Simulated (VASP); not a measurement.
# Si3Bi (Fm-3m) in VASP: further runs

Si3Bi is run at these levels: PBE; tasks: single point.

Program: VASP 6.6.1. These are calculated values, not measurements. Logs are shortened: lines on timing, memory, paths and dates and some standing lists are left out, and cuts for length are marked.

### 1 The cell of the first run

Symmetry: Fm-3m, No. 225, cubic system. Conventional cell: a = 6.755 Å, b = 6.755 Å, c = 6.755 Å, α = 90.00°, β = 90.00°, γ = 90.00°. Si (site symmetry -43m) has 10 Si at 2.92 to 3.38 Å and 4 Bi at 2.92 Å within 3.9 Å. Within 3.9 Å of Si (site symmetry m-3m) lie 8 Si at 2.92 Å and 6 Bi at 3.38 Å. Bi (site symmetry m-3m) has 14 Si at 2.92 to 3.38 Å within 3.9 Å.

The cell was generated, and may not be a known phase.

### 2 Single point, PBE

INCAR

```
SYSTEM = Si3Bi
PREC     = Accurate       ! precision mode
ENCUT    = 520            ! plane-wave cutoff, eV
EDIFF    = 1E-6           ! SCF threshold, eV
ISMEAR   = 0              ! smearing method
SIGMA    = 0.1            ! smearing width, eV
LREAL    = .False.        ! projectors in reciprocal space
LASPH    = .True.         ! aspherical terms in the spheres
NELM     = 100            ! most SCF steps
ALGO     = Normal         ! electronic algorithm
ISIF     = 2              ! what is computed and relaxed
LWAVE    = .False.        ! write WAVECAR
LCHARG   = .False.        ! write CHGCAR
GGA      = PE             ! functional
NBANDS   = 22             ! bands
```

KPOINTS

```
regular mesh
0
Gamma
  4 4 4
  0 0 0
```

POSCAR

```
Si3Bi
1.0
    0.0000000000      3.3774629434      3.3774629434
    3.3774629434      0.0000000000      3.3774629434
    3.3774629434      3.3774629434      0.0000000000
Si Bi
3 1
Direct
    0.2500000000      0.2500000000      0.2500000000
    0.7500000000      0.7500000000      0.7500000000
    0.5000000000      0.5000000000      0.5000000000
    0.0000000000      0.0000000000      0.0000000000
```

Potentials or basis: VASP PAW PBE potentials, release 64 (Si, Bi_d).

Run with:

```sh
$ cat potpaw_PBE.64/Si/POTCAR potpaw_PBE.64/Bi_d/POTCAR > POTCAR
$ mpirun -np 1 vasp_std > vasp.out
```

OUTCAR:

```text
SYSTEM = Si3Bi
   PREC = Accurate
   ENCUT = 520
   EDIFF = 1E-6
   ISMEAR = 0
   LREAL = .False.
   LASPH = .True.
   NELM = 100
   ISIF = 2
   GGA = PE

 ion  position               nearest neighbor table
   1  0.250  0.250  0.250-   3 2.92   4 2.92   4 2.92   4 2.92   4 2.92   3 2.92   3 2.92   3 2.92

   2  0.750  0.750  0.750-   3 2.92   4 2.92   3 2.92   3 2.92   3 2.92   4 2.92   4 2.92   4 2.92

   3  0.500  0.500  0.500-   1 2.92   2 2.92   1 2.92   1 2.92   1 2.92   2 2.92   2 2.92   2 2.92
                             4 3.38   4 3.38   4 3.38   4 3.38   4 3.38   4 3.38
   4  0.000  0.000  0.000-   1 2.92   2 2.92   2 2.92   2 2.92   2 2.92   1 2.92   1 2.92   1 2.92
                             3 3.38   3 3.38   3 3.38   3 3.38   3 3.38   3 3.38

  LATTYP: Found a face centered cubic cell.
 ALAT       =     6.7549258868

  Lattice vectors:

 A1 = (   0.0000000000,   3.3774629434,   3.3774629434)
 A2 = (   3.3774629434,   0.0000000000,   3.3774629434)
 A3 = (   3.3774629434,   3.3774629434,   0.0000000000)

Analysis of symmetry for initial positions (statically):
=====================================================================
 Subroutine PRICEL returns:
 Original cell was already a primitive cell.

 Routine SETGRP: Setting up the symmetry group for a
 face centered cubic supercell.

 Subroutine GETGRP returns: Found 48 space group operations
 (whereof 48 operations were pure point group operations)
 out of a pool of 48 trial point group operations.

The static configuration has the point symmetry O_h .

Analysis of symmetry for dynamics (positions and initial velocities):
=====================================================================
 Subroutine PRICEL returns:
 Original cell was already a primitive cell.

 Routine SETGRP: Setting up the symmetry group for a
 face centered cubic supercell.

 Subroutine GETGRP returns: Found 48 space group operations
 (whereof 48 operations were pure point group operations)
 out of a pool of 48 trial point group operations.

The dynamic configuration has the point symmetry O_h .

 Subroutine INISYM returns: Found 48 space group operations
 (whereof 48 operations are pure point group operations),
 and found     1 'primitive' translations

----------------------------------------------------------------------------------------

                                     Primitive cell

  volume of cell :      77.0552

  direct lattice vectors                    reciprocal lattice vectors
     0.000000000  3.377462943  3.377462943    -0.148040114  0.148040114  0.148040114
     3.377462943  0.000000000  3.377462943     0.148040114 -0.148040114  0.148040114
     3.377462943  3.377462943  0.000000000     0.148040114  0.148040114 -0.148040114

  length of vectors
     4.776453901  4.776453901  4.776453901     0.256412999  0.256412999  0.256412999

  position of ions in fractional coordinates (direct lattice)
     0.250000000  0.250000000  0.250000000
     0.750000000  0.750000000  0.750000000
     0.500000000  0.500000000  0.500000000
     0.000000000  0.000000000  0.000000000

  ion indices of the primitive-cell ions
   primitive index   ion index
                 1           1
                 2           2
                 3           3
                 4           4

----------------------------------------------------------------------------------------

 KPOINTS: regular mesh

Automatic generation of k-mesh.
 Grid dimensions read from file:
 generate k-points for:    4    4    4

 Generating k-lattice:

  Cartesian coordinates                     Fractional coordinates (reciprocal lattice)
    -0.037010029  0.037010029  0.037010029     0.250000000  0.000000000  0.000000000
     0.037010029 -0.037010029  0.037010029     0.000000000  0.250000000  0.000000000
     0.037010029  0.037010029 -0.037010029     0.000000000  0.000000000  0.250000000

  Length of vectors
     0.064103250  0.064103250  0.064103250

  Shift w.r.t. Gamma in fractional coordinates (k-lattice)
     0.000000000  0.000000000  0.000000000

 Subroutine IBZKPT returns following result:
 ===========================================

 Found      8 irreducible k-points:

 Following reciprocal coordinates:
            Coordinates               Weight
  0.000000  0.000000  0.000000      1.000000
  0.250000  0.000000  0.000000      8.000000
  0.500000  0.000000  0.000000      4.000000
  0.250000  0.250000  0.000000      6.000000
  0.500000  0.250000  0.000000     24.000000
 -0.250000  0.250000  0.000000     12.000000
  0.500000  0.500000  0.000000      3.000000
 -0.250000  0.500000  0.250000      6.000000
   k-points           NKPTS =      8   k-points in BZ     NKDIM =      8   number of bands    NBANDS=     22
   number of dos      NEDOS =    301   number of ions     NIONS =      4
   total plane-waves  NPLWV =  46656
   dimension x,y,z NGX =    36 NGY =   36 NGZ =   36
   dimension x,y,z NGXF=    72 NGYF=   72 NGZF=   72
   ions per type =               3   1
   NGX,Y,Z   is equivalent  to a cutoff of  12.53, 12.53, 12.53 a.u.
   NGXF,Y,Z  is equivalent  to a cutoff of  25.06, 25.06, 25.06 a.u.
 SYSTEM =  Si3Bi
   PREC   = accura    normal or accurate (medium, high low for compatibility)
   ISTART =      0    job   : 0-new  1-cont  2-samecut
   ICHARG =      2    charge: 1-file 2-atom 10-const
   ISPIN  =      1    spin polarized calculation?
   LNONCOLLINEAR =      F non collinear calculations
   LSORBIT =      F    spin-orbit coupling
   LASPH  =      T    aspherical Exc in radial PAW
   ENCUT  =  520.0 eV  38.22 Ry    6.18 a.u.   8.88  8.88  8.88*2*pi/ulx,y,z
   NELM   =    100;   NELMIN=  2; NELMDL= -5     # of ELM steps
   EDIFF  = 0.1E-05   stopping-criterion for ELM
   LREAL  =      F    real-space projection
   EDIFFG = 0.1E-04   stopping-criterion for IOM
   NSW    =      0    number of steps for IOM
   IBRION =     -1    ionic relax: 0-MD 1-quasi-New 2-CG
   NFREE  =      0    steps in history (QN), initial steepest desc. (CG)
   ISIF   =      2    stress and relaxation
   ISYM   =      2    0-nonsym 1-usesym 2-fastsym
   POTIM  = 0.5000    time-step for ionic-motion
   TEBEG  =    0.0;   TEEND  =   0.0 temperature during run
   PSTRESS=    0.0 pullay stress
   NELECT =      27.0000    total number of electrons
   NUPDOWN=      -1.0000    fix difference up-down
   EMIN   =  10.00;   EMAX   =-10.00  energy-range for DOS
   EFERMI =   0.00;   METHOD = LEGACY
   ISMEAR =     0;   SIGMA  =   0.10  broadening in eV -4-tet -1-fermi 0-gaus
   EFERMI_NEDOS =   21; number of points for ismear=-14 and -15
   IALGO  =     38    algorithm
   IMIX   =      4    mixing-type and parameters
     AMIX     =   0.40;   BMIX     =  1.00
     AMIX_MAG =   1.60;   BMIX_MAG =  1.00
  volume/ion in A,a.u.               =      19.26       130.00
  Fermi-wavevector in a.u.,A,eV,Ry     =   1.154150  2.181027 18.123799  1.332062
  Thomas-Fermi vector in A             =   2.290788
   LORBIT       =      0    0 simple, 1 ext, 2 COOP (PROOUT), +10 PAW based schemes
   GGA     = PE    functional components
   LHFCALC =     F    Hartree Fock is set to
   AEXX    =    0.0000 exact exchange contribution
   IVDW    =     0    specifies the selected vdW correction
   LEPSILON=     F    determine dielectric tensor
   LRPA    =     F    only Hartree local field effects (RPA)
 non-spin polarized calculation
 Gauss-broadening in eV      SIGMA  =   0.10
  energy-cutoff  :      520.00
  volume of cell :       77.06
 maximum number of plane-waves:      2120
   NGX = 17   NGY = 17   NGZ = 17

 number of electron      27.0000002 magnetization

 Free energy of the ion-electron system (eV)
  ---------------------------------------------------
  ext. energy  EPLUGINS =         0.00000000
  ---------------------------------------------------
  free energy    TOTEN  =       -17.33358588 eV

  energy without entropy =      -17.31228033  energy(sigma->0) =      -17.32293310

 E-fermi :   8.6797     XC(G=0): -10.7782

 val. band max:        8.6507971715   @ k =   0.2500   0.2500   0.0000
 cond. band min:       8.6874323306   @ k =   0.2500   0.2500   0.0000
 fundamental gap:      0.0366351591
 Fermi energy:         8.6796673832

 k-point     1 :       0.0000    0.0000    0.0000
  band No.  band energies     occupation
      1     -14.2378      2.00000
      2     -14.2378      2.00000
      3     -14.2378      2.00000
      4     -14.2050      2.00000
      5     -14.2050      2.00000
      6      -5.0815      2.00000
[... 14 lines left out ...]
     21      17.3901      0.00000
     22      17.3901      0.00000

 k-point     2 :       0.2500    0.0000    0.0000
  band No.  band energies     occupation
      1     -14.2381      2.00000
      2     -14.2351      2.00000
      3     -14.2351      2.00000
      4     -14.2049      2.00000
      5     -14.2049      2.00000
      6      -4.5351      2.00000
[... 14 lines left out ...]
     21      14.1376      0.00000
     22      15.5175      0.00000

 k-point     3 :       0.5000    0.0000    0.0000
  band No.  band energies     occupation
      1     -14.2385      2.00000
      2     -14.2328      2.00000
      3     -14.2328      2.00000
      4     -14.2044      2.00000
      5     -14.2044      2.00000
      6      -3.5250      2.00000
[... 14 lines left out ...]
     21      15.2806      0.00000
     22      17.8453      0.00000

 k-point     4 :       0.2500    0.2500    0.0000
  band No.  band energies     occupation
      1     -14.2415      2.00000
      2     -14.2322      2.00000
      3     -14.2322      2.00000
      4     -14.2075      2.00000
      5     -14.2029      2.00000
      6      -4.3527      2.00000
[... 14 lines left out ...]
     21      14.5398      0.00000
     22      14.6678      0.00000

 k-point     5 :       0.5000    0.2500    0.0000
  band No.  band energies     occupation
      1     -14.2401      2.00000
      2     -14.2313      2.00000
      3     -14.2295      2.00000
      4     -14.2076      2.00000
      5     -14.2028      2.00000
      6      -3.3480      2.00000
[... 14 lines left out ...]
     21      15.2087      0.00000
     22      15.4871      0.00000

 k-point     6 :      -0.2500    0.2500    0.0000
  band No.  band energies     occupation
      1     -14.2363      2.00000
      2     -14.2347      2.00000
      3     -14.2320      2.00000
      4     -14.2051      2.00000
      5     -14.2049      2.00000
      6      -3.7242      2.00000
[... 14 lines left out ...]
     21      15.9190      0.00000
     22      16.2274      0.00000

 k-point     7 :       0.5000    0.5000    0.0000
  band No.  band energies     occupation
      1     -14.2453      2.00000
      2     -14.2267      2.00000
      3     -14.2267      2.00000
      4     -14.2105      2.00000
      5     -14.2008      2.00000
      6      -2.9817      2.00000
[... 14 lines left out ...]
     21      14.9006      0.00000
     22      14.9006      0.00000

 k-point     8 :      -0.2500    0.5000    0.2500
  band No.  band energies     occupation
      1     -14.2361      2.00000
      2     -14.2361      2.00000
      3     -14.2267      2.00000
      4     -14.2081      2.00000
      5     -14.2030      2.00000
      6      -2.8858      2.00000
[... 14 lines left out ...]
     21      13.8344      0.00000
     22      17.7337      0.00000

------------------------ aborting loop because EDIFF is reached ----------------------------------------

  FORCE on cell =-STRESS in cart. coord.  units (eV):
  Direction    XX          YY          ZZ          XY          YZ          ZX
  --------------------------------------------------------------------------------------
  -------------------------------------------------------------------------------------
  Total       -0.1685454     -0.1685454     -0.1685454      0.0000000      0.0000000     -0.0000000
  in kB       -3.5044965     -3.5044965     -3.5044965      0.0000000      0.0000000     -0.0000000
  external PRESSURE =      -3.5044965 kB  Pullay stress =       0.0000000 kB

 VOLUME and BASIS-vectors are now :
 -----------------------------------------------------------------------------
  energy-cutoff  :      520.00
  volume of cell :       77.06
      direct lattice vectors                 reciprocal lattice vectors
     0.000000000  3.377462943  3.377462943    -0.148040114  0.148040114  0.148040114
     3.377462943  0.000000000  3.377462943     0.148040114 -0.148040114  0.148040114
     3.377462943  3.377462943  0.000000000     0.148040114  0.148040114 -0.148040114

 POSITION                                       TOTAL-FORCE (eV/Angst)
 -----------------------------------------------------------------------------------
      1.68873      1.68873      1.68873        -0.000000     -0.000000     -0.000000
      5.06619      5.06619      5.06619         0.000000      0.000000      0.000000
      3.37746      3.37746      3.37746         0.000000     -0.000000      0.000000
      0.00000      0.00000      0.00000         0.000000     -0.000000      0.000000
 -----------------------------------------------------------------------------------
    total drift:                               -0.000000      0.000000      0.000000

  FREE ENERGIE OF THE ION-ELECTRON SYSTEM (eV)
  ---------------------------------------------------
  free  energy   TOTEN  =       -17.3335858750 eV

  energy  without entropy=      -17.3122803286  energy(sigma->0) =      -17.32293310
```

It took 27 s on 1 thread of Intel Xeon 8259CL, shared host; peak memory 0.2 GiB.

Results:

* Free energy: -17.3336 eV
* Pressure: -0.4 GPa
* Band gap on the k mesh: zero (an odd number of electrons rules out a gap without spin polarisation)

Caveat: the k points lie up to 0.40 Å⁻¹ apart, too coarse for converged energies and pressures of a metal; spin-orbit coupling is left out, which moves the levels of the heavy elements.

### 3 Single point, PBE

This run uses another cell than the first one, of 20.94 Å³/atom.

INCAR

```
PREC = Accurate
ENCUT = 520
EDIFF = 1E-7
ISMEAR = 0
SIGMA = 0.1
LREAL = False
LASPH = True
NELM = 100
ALGO = Normal
ISIF = 2
LWAVE = False
LCHARG = False
GGA = PE
NBANDS = 22
```

KPOINTS

```
regular mesh
0
Gamma
  4 4 4
```

POSCAR

```
Si3Bi
1.0
    0.0000000000      3.4727639700      3.4727639700
    3.4727639700      0.0000000000      3.4727639700
    3.4727639700      3.4727639700      0.0000000000
Si Bi
3 1
Direct
    0.2500000000      0.2500000000      0.2500000000
    0.7500000000      0.7500000000      0.7500000000
    0.5000000000      0.5000000000      0.5000000000
    0.0000000000      0.0000000000      0.0000000000
```

Potentials or basis: VASP PAW PBE potentials, release 64 (Si, Bi_d).

Run with:

```sh
$ cat potpaw_PBE.64/Si/POTCAR potpaw_PBE.64/Bi_d/POTCAR > POTCAR
$ mpirun -np 1 vasp_std > vasp.out
```

It took 42 s on 1 thread of Intel Xeon 8259CL, shared host; peak memory 0.24 GiB.

Results (log left out):

| Property | Result |
| --- | --- |
| Free energy | -17.2229 eV |
| Pressure | -5.0 GPa |
| Band gap on the k mesh | zero (an odd number of electrons rules out a gap without spin polarisation) |

Levels at points of the mesh, in eV from the Fermi level:
```
           k point  band 9  band 10  band 11  band 12  band 13  band 14  band 15  band 16  band 17  band 18
(0.00, 0.00, 0.00)   -2.52    -2.37    -2.37    -2.37    -1.84    -1.84    -1.84    -0.80    -0.80    -0.80
(0.50, 0.00, 0.00)   -5.06    -3.27    -3.27    -2.64    -2.64     0.67     0.75     2.81     2.81     3.07
(0.50, 0.50, 0.00)   -6.51    -5.25    -5.25     1.87     2.10     2.10     2.15     2.15     2.19     3.21
```

Caveat: the k points lie up to 0.39 Å⁻¹ apart, too coarse for converged energies and pressures of a metal; spin-orbit coupling is left out, which moves the levels of the heavy elements.

The gap in the log of VASP goes by the Fermi energy; the results here count the filled bands.